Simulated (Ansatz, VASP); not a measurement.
**KBr in VASP and in Ansatz**

```xyz
10
Lattice="4.5723 0.0000 0.0000 -2.2861 3.9597 0.0000 0.0000 0.0000 19.4720" Properties=species:S:1:pos:R:3 pbc="T T T"
K     0.0000    0.0000    0.0464
K     0.0000    2.6398    3.9565
K     2.2861    1.3199    7.7888
K     0.0000    0.0000   11.6211
K     0.0000    2.6398   15.5312
Br    2.2861    1.3199    2.0343
Br    0.0000    0.0000    5.8728
Br    0.0000    2.6398    9.7048
Br    2.2861    1.3199   13.5433
Br    2.2861    1.3199   17.5248
```

Alike in both runs: functional PBEsol; k mesh 6 × 6 × 2; occupations gaussian, width 0.02 eV; no spin polarisation.

Ansatz relaxed the structure, and its values are those at the end. VASP's run is a single point on that final structure, the one shown.

|  | VASP | Ansatz |
| --- | --- | --- |
| version | VASP 6.6.1 | Ansatz 0.2.0 |
| potentials or method | VASP PAW PBE potentials, release 64 (K_sv, Br), cutoff 520 eV | scalar-relativistic, plane waves, PAW |
| valence electrons in the cell | 80 | 80 |

```tsv
	VASP	Ansatz	Ansatz less VASP
gap on the k mesh at the Fermi level (eV)	4.16	4.16	+0.002
least direct gap on the mesh (eV)	4.16	4.16	+0.002
pressure (GPa)	0.0	0.0	-0.05
```

VASP's potentials were made for PBE, not for PBEsol. The functional is the same, so the differences come from potentials, cutoffs and numerics.
